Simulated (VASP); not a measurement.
# SrTiO3 (Tausonite): single point with r2SCAN

SrTiO3 (Tausonite):

```
CELL_PARAMETERS angstrom
3.90685 0.00000 0.00000
0.00000 3.90685 0.00000
0.00000 0.00000 3.90685
ATOMIC_POSITIONS crystal
Sr 0.50000 0.50000 0.50000
Ti 0.00000 0.00000 0.00000
O 0.50000 0.00000 0.00000
O 0.00000 0.50000 0.00000
O 0.00000 0.00000 0.50000
```

| Quantity | Value |
| --- | --- |
| Program | VASP 6.6.1 |
| Task | single point |
| Functional | r2SCAN |
| Potentials or basis | VASP PAW PBE potentials, release 64 (Sr_sv, Ti_sv, O) |
| Cutoff | 520 eV |
| k mesh | 6 × 6 × 6 |
| Occupations | gaussian, width 0.01 eV |
| Spin | no spin polarisation |
| Dipole correction | no |
| Further INCAR settings | ALGO = Normal; EDIFF = 1e-06; NBANDS = 28 |

```
Pressure               : 0.9 GPa
Band gap on the k mesh : 2.27 eV, indirect (least direct gap 2.66 eV)
```

Levels at points of the mesh, in eV from the valence-band top:
```tsv
k point	band 16	band 17	band 18	band 19	band 20	band 21	band 22	band 23	band 24	band 25
(0.00, 0.00, 0.00)	-1.21	-1.21	-0.38	-0.38	-0.38	2.27	2.27	2.27	4.59	4.59
(0.50, 0.00, 0.00)	-2.36	-2.36	-2.00	-0.77	-0.77	2.43	4.17	4.17	4.60	6.92
(0.50, 0.50, 0.00)	-2.85	-1.79	-1.61	-1.61	-0.09	4.18	4.18	4.66	5.63	8.56
(0.50, 0.50, 0.50)	-3.79	-3.79	0.00	0.00	0.00	4.87	4.87	4.87	7.63	7.63
```

Wall time 2.2 min on 1 thread of Intel(R) Xeon(R) 6975P-C (Granite Rapids) (shared host), peak memory 0.19 GiB.

Caveat: the PAW data sets were made with another functional, which shifts forces and pressure a little. r2SCAN opens gaps a little over a GGA but as a rule still falls short of measured ones.
